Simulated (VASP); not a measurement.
AlN:

```
Al N
1.0
     0.00000    1.99299    1.99299
     1.99299    0.00000    1.99299
     1.99299    1.99299    0.00000
Al N
1 1
Direct
  0.50000 0.50000 0.50000
  0.00000 0.00000 0.00000
```

This cell differs from its parent crystal: volume scaled by 0.94.

Base run:

| Quantity | Value |
| --- | --- |
| Program | VASP 6.6.1 |
| Functional | PBE |
| Potentials or basis | VASP PAW PBE potentials, release 64 (Al, N) |
| Cutoff | 520 eV |
| k mesh | 11 × 11 × 11 |
| Occupations | fermi-dirac, width 0.05 eV |
| Spin | no spin polarisation |

Its results: band gap on the k mesh 5.16 eV, indirect (least direct gap 6.31 eV); pressure 17.7 GPa.

Task: After a change of settings the same cell gave: band gap on the k mesh 5.10 eV, indirect (least direct gap 6.30 eV); pressure 12.6 GPa. Which change was it?
A. functional from PBE to r2SCAN; further incar settings from ALGO = Normal; EDIFF = 1e-06; NBANDS = 11 to ALGO = Normal; EDIFF = 1e-07; NBANDS = 11
B. functional from PBE to LDA; potentials or basis from VASP PAW PBE potentials, release 64 (Al, N) to VASP PAW LDA potentials, release 64 (Al, N)
C. functional from PBE to PBEsol

Result: C.

PBEsol binds more tightly than PBE, so the same cell stands under less pressure.

Caveats: the PAW data sets were made with another functional, which shifts forces and pressure a little (some runs).
